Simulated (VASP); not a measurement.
# SiC (F-43m) in VASP: further runs

The runs below take SiC through single point, with PBEsol+D4, r2SCAN, PBE-based screened hybrid.

Everything below comes from runs of VASP 6.6.1. Logs are shortened: lines on timing, memory, paths and dates and some standing lists are left out, and cuts for length are marked.

**1. The cell of the first run**

It takes space group F-43m (No. 216, cubic). The conventional cell has a = 4.356 Å, b = 4.356 Å, c = 4.356 Å, α = 90.00°, β = 90.00°, γ = 90.00°. Within 2.5 Å of Si (site symmetry -43m) lie 4 C at 1.89 Å. C (site symmetry -43m) has 4 Si at 1.89 Å within 2.5 Å.

**2. Single point, PBEsol+D4**

INCAR reads:

```
ALGO     = Normal         # electronic algorithm
EDIFF    = 1E-6           # SCF threshold, eV
ENCUT    = 600            # plane-wave cutoff, eV
GGA      = PS             # functional
GGA_COMPAT= False        
ISIF     = 2              # what is computed and relaxed
ISMEAR   = 0              # smearing method
IVDW     = 13             # dispersion correction
LASPH    = True           # aspherical terms in the spheres
LCHARG   = False          # write CHGCAR
LREAL    = False          # projectors in reciprocal space
LWAVE    = False          # write WAVECAR
NBANDS   = 11             # bands
NELM     = 120            # most SCF steps
PREC     = Accurate       # precision mode
SIGMA    = 0.01           # smearing width, eV
```

KPOINTS reads:

```
k-points
0
Gamma
  8 8 8
```

POSCAR reads:

```
SiC
1.0
    0.0000000000      2.1780497564      2.1780497564
    2.1780497564      0.0000000000      2.1780497564
    2.1780497564      2.1780497564      0.0000000000
Si C
1 1
Direct
    0.2500000000      0.2500000000      0.2500000000
    0.0000000000      0.0000000000      0.0000000000
```

Potentials or basis: VASP PAW PBE potentials, release 64 (Si, C).

Launch:

```bash
$ cat potpaw_PBE.64/Si/POTCAR potpaw_PBE.64/C/POTCAR > POTCAR
$ mpirun -np 1 vasp_std > vasp.out
```

OUTCAR:

```text
EDIFF = 1E-6
   ENCUT = 600
   GGA = PS
   ISIF = 2
   ISMEAR = 0
   IVDW = 13
   LASPH = True
   LREAL = False
   NELM = 120
   PREC = Accurate

 ion  position               nearest neighbor table
   1  0.250  0.250  0.250-   2 1.89   2 1.89   2 1.89   2 1.89
   2  0.000  0.000  0.000-   1 1.89   1 1.89   1 1.89   1 1.89

  LATTYP: Found a face centered cubic cell.
 ALAT       =     4.3560995128

  Lattice vectors:

 A1 = (   0.0000000000,   2.1780497564,   2.1780497564)
 A2 = (   2.1780497564,   0.0000000000,   2.1780497564)
 A3 = (   2.1780497564,   2.1780497564,   0.0000000000)

Analysis of symmetry for initial positions (statically):
=====================================================================
 Subroutine PRICEL returns:
 Original cell was already a primitive cell.

 Routine SETGRP: Setting up the symmetry group for a
 face centered cubic supercell.

 Subroutine GETGRP returns: Found 24 space group operations
 (whereof 24 operations were pure point group operations)
 out of a pool of 48 trial point group operations.

The static configuration has the point symmetry T_d .

Analysis of symmetry for dynamics (positions and initial velocities):
=====================================================================
 Subroutine PRICEL returns:
 Original cell was already a primitive cell.

 Routine SETGRP: Setting up the symmetry group for a
 face centered cubic supercell.

 Subroutine GETGRP returns: Found 24 space group operations
 (whereof 24 operations were pure point group operations)
 out of a pool of 48 trial point group operations.

The dynamic configuration has the point symmetry T_d .

 Subroutine INISYM returns: Found 24 space group operations
 (whereof 24 operations are pure point group operations),
 and found     1 'primitive' translations

----------------------------------------------------------------------------------------

                                     Primitive cell

  volume of cell :      20.6649

  direct lattice vectors                    reciprocal lattice vectors
     0.000000000  2.178049756  2.178049756    -0.229563167  0.229563167  0.229563167
     2.178049756  0.000000000  2.178049756     0.229563167 -0.229563167  0.229563167
     2.178049756  2.178049756  0.000000000     0.229563167  0.229563167 -0.229563167

  length of vectors
     3.080227505  3.080227505  3.080227505     0.397615069  0.397615069  0.397615069

  position of ions in fractional coordinates (direct lattice)
     0.250000000  0.250000000  0.250000000
     0.000000000  0.000000000  0.000000000

  ion indices of the primitive-cell ions
   primitive index   ion index
                 1           1
                 2           2

----------------------------------------------------------------------------------------

 KPOINTS: k-points

Automatic generation of k-mesh.
 Grid dimensions read from file:
 generate k-points for:    8    8    8

 Generating k-lattice:

  Cartesian coordinates                     Fractional coordinates (reciprocal lattice)
    -0.028695396  0.028695396  0.028695396     0.125000000  0.000000000  0.000000000
     0.028695396 -0.028695396  0.028695396     0.000000000  0.125000000  0.000000000
     0.028695396  0.028695396 -0.028695396     0.000000000  0.000000000  0.125000000

  Length of vectors
     0.049701884  0.049701884  0.049701884

  Shift w.r.t. Gamma in fractional coordinates (k-lattice)
     0.000000000  0.000000000  0.000000000

 Subroutine IBZKPT returns following result:
 ===========================================

 Found     29 irreducible k-points:

 Following reciprocal coordinates:
            Coordinates               Weight
  0.000000  0.000000  0.000000      1.000000
  0.125000  0.000000  0.000000      8.000000
  0.250000  0.000000  0.000000      8.000000
  0.375000  0.000000  0.000000      8.000000
  0.500000  0.000000  0.000000      4.000000
  0.125000  0.125000  0.000000      6.000000
[... 16 lines left out ...]
  0.500000  0.250000  0.125000     48.000000
 -0.375000  0.250000  0.125000     24.000000
 [... further k-points ...]
   k-points           NKPTS =     29   k-points in BZ     NKDIM =     29   number of bands    NBANDS=     11
   number of dos      NEDOS =    301   number of ions     NIONS =      2
   total plane-waves  NPLWV =  21952
   dimension x,y,z NGX =    28 NGY =   28 NGZ =   28
   dimension x,y,z NGXF=    56 NGYF=   56 NGZF=   56
   ions per type =               1   1
   NGX,Y,Z   is equivalent  to a cutoff of  15.11, 15.11, 15.11 a.u.
   NGXF,Y,Z  is equivalent  to a cutoff of  30.22, 30.22, 30.22 a.u.
 SYSTEM =  unknown system
   PREC   = accura    normal or accurate (medium, high low for compatibility)
   ISTART =      0    job   : 0-new  1-cont  2-samecut
   ICHARG =      2    charge: 1-file 2-atom 10-const
   ISPIN  =      1    spin polarized calculation?
   LNONCOLLINEAR =      F non collinear calculations
   LSORBIT =      F    spin-orbit coupling
   LASPH  =      T    aspherical Exc in radial PAW
   ENCUT  =  600.0 eV  44.10 Ry    6.64 a.u.   6.15  6.15  6.15*2*pi/ulx,y,z
   NELM   =    120;   NELMIN=  2; NELMDL= -5     # of ELM steps
   EDIFF  = 0.1E-05   stopping-criterion for ELM
   LREAL  =      F    real-space projection
   EDIFFG = 0.1E-04   stopping-criterion for IOM
   NSW    =      0    number of steps for IOM
   IBRION =     -1    ionic relax: 0-MD 1-quasi-New 2-CG
   NFREE  =      0    steps in history (QN), initial steepest desc. (CG)
   ISIF   =      2    stress and relaxation
   ISYM   =      2    0-nonsym 1-usesym 2-fastsym
   POTIM  = 0.5000    time-step for ionic-motion
   TEBEG  =    0.0;   TEEND  =   0.0 temperature during run
   PSTRESS=    0.0 pullay stress
   NELECT =       8.0000    total number of electrons
   NUPDOWN=      -1.0000    fix difference up-down
   EMIN   =  10.00;   EMAX   =-10.00  energy-range for DOS
   EFERMI =   0.00;   METHOD = LEGACY
   ISMEAR =     0;   SIGMA  =   0.01  broadening in eV -4-tet -1-fermi 0-gaus
   EFERMI_NEDOS =   21; number of points for ismear=-14 and -15
   IALGO  =     38    algorithm
   IMIX   =      4    mixing-type and parameters
     AMIX     =   0.40;   BMIX     =  1.00
     AMIX_MAG =   1.60;   BMIX_MAG =  1.00
  volume/ion in A,a.u.               =      10.33        69.73
  Fermi-wavevector in a.u.,A,eV,Ry     =   1.193146  2.254720 19.369228  1.423598
  Thomas-Fermi vector in A             =   2.329168
   LORBIT       =      0    0 simple, 1 ext, 2 COOP (PROOUT), +10 PAW based schemes
   GGA     = PS    functional components
   LHFCALC =     F    Hartree Fock is set to
   AEXX    =    0.0000 exact exchange contribution
   IVDW    =    13    specifies the selected vdW correction
   LEPSILON=     F    determine dielectric tensor
   LRPA    =     F    only Hartree local field effects (RPA)
 non-spin polarized calculation
 Gauss-broadening in eV      SIGMA  =   0.01
  energy-cutoff  :      600.00
  volume of cell :       20.66
 maximum number of plane-waves:       701
 NGX is ok and might be reduce to    28
   NGX = 13   NGY = 13   NGZ = 13

 number of electron       8.0000000 magnetization

 Free energy of the ion-electron system (eV)
  ---------------------------------------------------
  ext. energy  EPLUGINS =         0.00000000
  ---------------------------------------------------
  free energy    TOTEN  =       -15.91492803 eV

  energy without entropy =      -15.91492803  energy(sigma->0) =      -15.91492803

 E-fermi :   8.1826     XC(G=0): -11.5103

 val. band max:        8.0716645349   @ k =   0.0000   0.0000   0.0000
 cond. band min:       9.3037398097   @ k =   0.5000   0.5000   0.0000
 fundamental gap:      1.2320752748
 Fermi energy:         8.1826009246

 k-point     1 :       0.0000    0.0000    0.0000
  band No.  band energies     occupation
      1      -7.3632      2.00000
      2       8.0717      2.00000
      3       8.0717      2.00000
      4       8.0717      2.00000
      5      14.2734      0.00000
      6      15.3229      0.00000
      7      15.3229      0.00000
      8      15.3229      0.00000
      9      22.5355      0.00000
     10      22.5355      0.00000
     11      24.3540      0.00000

 k-point     2 :       0.1250    0.0000    0.0000
  band No.  band energies     occupation
      1      -7.0569      2.00000
      2       6.5781      2.00000
      3       7.8691      2.00000
      4       7.8691      2.00000
      5      14.4962      0.00000
      6      15.6759      0.00000
      7      15.6759      0.00000
      8      15.8589      0.00000
      9      21.2807      0.00000
     10      21.2807      0.00000
     11      23.9291      0.00000

 k-point     3 :       0.2500    0.0000    0.0000
  band No.  band energies     occupation
      1      -6.1604      2.00000
      2       3.7539      2.00000
      3       7.4620      2.00000
      4       7.4620      2.00000
      5      14.0076      0.00000
      6      15.9171      0.00000
      7      15.9171      0.00000
      8      17.3584      0.00000
      9      21.1079      0.00000
     10      21.1079      0.00000
     11      23.0197      0.00000

 k-point     4 :       0.3750    0.0000    0.0000
  band No.  band energies     occupation
      1      -4.7927      2.00000
      2       0.9956      2.00000
      3       7.1340      2.00000
      4       7.1340      2.00000
      5      13.5973      0.00000
      6      15.4749      0.00000
      7      15.4749      0.00000
      8      17.9812      0.00000
      9      23.1074      0.00000
     10      23.1074      0.00000
     11      23.4334      0.00000
[... 239 lines left out ...]
 k-point    22 :       0.3750    0.2500    0.1250
  band No.  band energies     occupation
      1      -5.3809      2.00000
      2       3.5754      2.00000
      3       5.1809      2.00000
      4       6.7877      2.00000
      5      13.3470      0.00000
      6      15.6253      0.00000
      7      16.4715      0.00000
      8      18.0837      0.00000
      9      20.2382      0.00000
     10      23.9838      0.00000
     11      27.3824      0.00000

 k-point    23 :       0.5000    0.2500    0.1250
  band No.  band energies     occupation
      1      -4.0657      2.00000
      2       1.5253      2.00000
      3       4.4424      2.00000
      4       6.1284      2.00000
      5      13.2805      0.00000
      6      15.5913      0.00000
      7      17.2055      0.00000
      8      18.4568      0.00000
      9      21.3775      0.00000
     10      24.4763      0.00000
     11      27.2775      0.00000

 k-point    24 :      -0.3750    0.2500    0.1250
  band No.  band energies     occupation
      1      -3.0994      2.00000
      2       0.1843      2.00000
      3       4.3342      2.00000
      4       5.7864      2.00000
      5      13.2216      0.00000
      6      15.2728      0.00000
      7      18.1638      0.00000
      8      19.0041      0.00000
      9      21.4057      0.00000
     10      24.2079      0.00000
     11      27.2534      0.00000

 [... further k-points ...]

------------------------ aborting loop because EDIFF is reached ----------------------------------------

  DFT-D4 for vdW energy calculation

  Edisp (eV):   -0.37236

  FORCE on cell =-STRESS in cart. coord.  units (eV):
  Direction    XX          YY          ZZ          XY          YZ          ZX
  --------------------------------------------------------------------------------------
  -------------------------------------------------------------------------------------
  Total      -0.27162    -0.27162    -0.27162    -0.00000    -0.00000    -0.00000
  in kB     -21.05887   -21.05887   -21.05887    -0.00000    -0.00000    -0.00000
  external pressure =      -21.06 kB  Pullay stress =        0.00 kB

 VOLUME and BASIS-vectors are now :
 -----------------------------------------------------------------------------
  energy-cutoff  :      600.00
  volume of cell :       20.66
      direct lattice vectors                 reciprocal lattice vectors
     0.000000000  2.178049756  2.178049756    -0.229563167  0.229563167  0.229563167
     2.178049756  0.000000000  2.178049756     0.229563167 -0.229563167  0.229563167
     2.178049756  2.178049756  0.000000000     0.229563167  0.229563167 -0.229563167

 POSITION                                       TOTAL-FORCE (eV/Angst)
 -----------------------------------------------------------------------------------
      1.08902      1.08902      1.08902         0.000000      0.000000      0.000000
      0.00000      0.00000      0.00000        -0.000000     -0.000000     -0.000000
 -----------------------------------------------------------------------------------
    total drift:                                0.000000      0.000000      0.000000

  FREE ENERGIE OF THE ION-ELECTRON SYSTEM (eV)
  ---------------------------------------------------
  free  energy   TOTEN  =       -16.2872858035 eV

  energy  without entropy=      -16.2872858035  energy(sigma->0) =      -16.28728580
```

Wall time 4.9 s (1 thread of Intel Xeon 6975P-C (Granite Rapids), shared host); peak memory 0.15 GiB.

Results:

```yaml
Free_energy: -16.2873 eV
Pressure: -2.1 GPa
Band_gap_on_the_k_mesh: 1.23 eV, indirect (least direct gap 4.44 eV)
Dispersion_energy_per_atom: -0.186 eV
```

Caveat: the PAW data sets were made with another functional, which shifts forces and pressure a little. As with any semilocal functional, this PBEsol gap is likely too small.

**3. Single point, r2SCAN**

POSCAR is that of step 2.

INCAR.step1 reads:

```
SYSTEM = SiC
PREC = Accurate
ENCUT = 660
ISMEAR = 0
SIGMA = 0.01
LREAL = .FALSE.
LASPH = .TRUE.
NELM = 120
NBANDS = 11
GGA = PE
ALGO = Normal
EDIFF = 1E-5
LWAVE = .TRUE.
LCHARG = .FALSE.
GGA_COMPAT = .FALSE.
```

INCAR.step2 reads:

```
SYSTEM = SiC
PREC = Accurate
ENCUT = 660
EDIFF = 1E-6
ISMEAR = 0
SIGMA = 0.01
LREAL = .FALSE.
LASPH = .TRUE.
NELM = 120
ALGO = Normal
ISIF = 2
LWAVE = .FALSE.
LCHARG = .TRUE.
METAGGA = R2SCAN
LMIXTAU = .TRUE.
LELF = .TRUE.
LVHAR = .TRUE.
NBANDS = 11
ISTART = 1
GGA_COMPAT = .FALSE.
```

KPOINTS reads:

```
regular mesh
0
G
  8 8 8
  0 0 0
```

Potentials or basis: VASP PAW PBE potentials, release 64 (Si, C).

Launch:

```bash
$ cat potpaw_PBE.64/Si/POTCAR potpaw_PBE.64/C/POTCAR > POTCAR
$ cp INCAR.step1 INCAR
$ mpirun -np 1 vasp_std > vasp.out
$ cp INCAR.step2 INCAR
$ mpirun -np 1 vasp_std > vasp.out
```

Run time: 18 s. Hardware: 1 thread of Intel Xeon 6975P-C (Granite Rapids), shared host; peak memory 0.16 GiB.

It converged, with:

```
Free energy            : -19.3306 eV
Pressure               : -0.4 GPa
Band gap on the k mesh : 1.73 eV, indirect (least direct gap 5.06 eV)
```

Levels at points of the mesh, in eV from the valence-band top:
| k point | band 1 | band 2 | band 3 | band 4 | band 5 | band 6 | band 7 | band 8 |
| --- | --- | --- | --- | --- | --- | --- | --- | --- |
| (0.00, 0.00, 0.00) | -16.19 | 0.00 | 0.00 | 0.00 | 6.85 | 7.86 | 7.86 | 7.86 |
| (0.50, 0.00, 0.00) | -12.56 | -8.82 | -1.11 | -1.11 | 6.01 | 7.76 | 7.76 | 10.96 |
| (0.50, 0.50, 0.00) | -11.09 | -8.05 | -3.34 | -3.34 | 1.73 | 4.83 | 15.15 | 15.15 |

Caveat: the PAW data sets were made with another functional, which shifts forces and pressure a little.

**4. Single point, PBE-based screened hybrid**

POSCAR is that of step 3.

INCAR.step1 reads:

```
SYSTEM = SiC
ALGO = Normal ; EDIFF = 1E-5
ENCUT = 910 ; GGA = PE
GGA_COMPAT = .False. ; ISIF = 2
ISMEAR = 0 ; LASPH = .True.
LCHARG = .False. ; LREAL = .False.
LWAVE = .True. ; NBANDS = 11
NELM = 120 ; PREC = Accurate
SIGMA = 0.01
```

INCAR.step2 reads:

```
SYSTEM = SiC
AEXX = 0.75 ; ALGO = Normal
EDIFF = 1E-6 ; ENCUT = 910
GGA = PE ; GGA_COMPAT = .False.
HFSCREEN = 0.2078 ; ISIF = 2
ISMEAR = 0 ; ISTART = 1
LASPH = .True. ; LCHARG = .False.
LHFCALC = .True. ; LREAL = .False.
LWAVE = .False. ; NBANDS = 11
NELM = 120 ; PREC = Accurate
PRECFOCK = Normal ; SIGMA = 0.01
```

KPOINTS reads:

```
k-points
0
Gamma
  4 4 4
  0 0 0
```

Potentials or basis: VASP PAW PBE potentials, release 64 (Si, C_h).

Launch:

```bash
$ cat potpaw_PBE.64/Si/POTCAR potpaw_PBE.64/C_h/POTCAR > POTCAR
$ cp INCAR.step1 INCAR
$ mpirun -np 1 vasp_std > vasp.out
$ cp INCAR.step2 INCAR
$ mpirun -np 1 vasp_std > vasp.out
```

It used 280 s of CPU time on 1 thread of AMD EPYC 7R13 Processor (Zen 3), with other jobs on the host.

The run converged. Its results:

* Free energy: -22.2574 eV
* Pressure: -10.6 GPa
* Band gap on the k mesh: 4.24 eV, indirect (least direct gap 8.32 eV)

Levels at points of the mesh, in eV from the valence-band top:
```tsv
k point	band 2	band 3	band 4	band 5	band 6	band 7
(0.00, 0.00, 0.00)	0.00	0.00	0.00	10.39	11.32	11.32
(0.50, 0.00, 0.00)	-10.81	-1.35	-1.35	9.27	11.14	11.14
(0.50, 0.50, 0.00)	-9.87	-4.08	-4.08	4.24	7.67	19.84
```

Caveat: the k points lie up to 0.62 Å⁻¹ apart; the cutoff is under 1.25 times the usual one of these potentials, so pressure, stress and relaxed cells hold a basis-set (Pulay) error; the PAW data sets were made with another functional, which shifts forces and pressure a little. A k mesh can miss the band edges.

**5. Overview**

| level | potentials or basis | k mesh | cutoff (eV) | grid for exact exchange (PRECFOCK) | share of exact exchange | second run | screening parameter | gap on the mesh (eV) | pressure (GPa) |
| --- | --- | --- | --- | --- | --- | --- | --- | --- | --- |
| PBEsol+D4 | VASP PAW PBE potentials, release 64 (Si, C) | 8 × 8 × 8 | 600 | - | - | - | - | 1.23 | -2.1 |
| r2SCAN | VASP PAW PBE potentials, release 64 (Si, C) | 8 × 8 × 8 | 660 | - | - | - | - | 1.73 | -0.4 |
| PBE-based screened hybrid | VASP PAW PBE potentials, release 64 (Si, C_h) | 4 × 4 × 4 | 910 | Normal | 0.75 | hard_potentials | 0.2078 1/Å | 4.24 | -10.6 |

Alike in all rows: task single point; no spin polarisation; cell as given; smearing gaussian 0.01 eV.

Caveats: some runs use coarse meshes; the PAW data sets were made with another functional, which shifts forces and pressure a little; the cutoff is under 1.25 times the usual one of these potentials, so pressure, stress and relaxed cells hold a basis-set (Pulay) error (some runs).

Absolute energies hang on the potentials; compare differences alone.
